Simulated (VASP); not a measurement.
A run of VASP 6.6.1:

File INCAR:

```
PREC = Accurate ; ENCUT = 520
EDIFF = 1E-7 ; ISMEAR = 0
SIGMA = 0.02 ; LREAL = F
LASPH = T ; NELM = 100
ALGO = Normal ; ISIF = 2
LWAVE = F ; LCHARG = F
GGA = PE ; NBANDS = 35
```

File KPOINTS:

```
Automatic mesh
0
Gamma
  6 6 8
```

POSCAR

```
SnO2
1.0
    4.8274196530      0.0000000000      0.0000000000
    0.0000000000      4.8274196530      0.0000000000
    0.0000000000      0.0000000000      3.2380690955
Sn O
2 4
Direct
    0.0000000000      0.0000000000      0.0000000000
    0.5000000000      0.5000000000      0.5000000000
    0.3065442635      0.3065442635      0.0000000000
    0.1934557365      0.8065442635      0.5000000000
    0.6934557365      0.6934557365      0.0000000000
    0.8065442635      0.1934557365      0.5000000000
```

Potentials or basis: VASP PAW PBE potentials, release 64 (Sn_d, O).

Launch:

```sh
$ cat potpaw_PBE.64/Sn_d/POTCAR potpaw_PBE.64/O/POTCAR > POTCAR
$ mpirun -np 1 vasp_std > vasp.out
```

Hardware: 1 thread of Intel Xeon 8259CL, with other jobs on the host.

Q: Estimate the wall time of this run.

A: Run time: 3.4 min on 1 thread of Intel Xeon 8259CL, on a shared host, peak memory 0.24 GiB. Counts: scf iterations 16, k points 50.
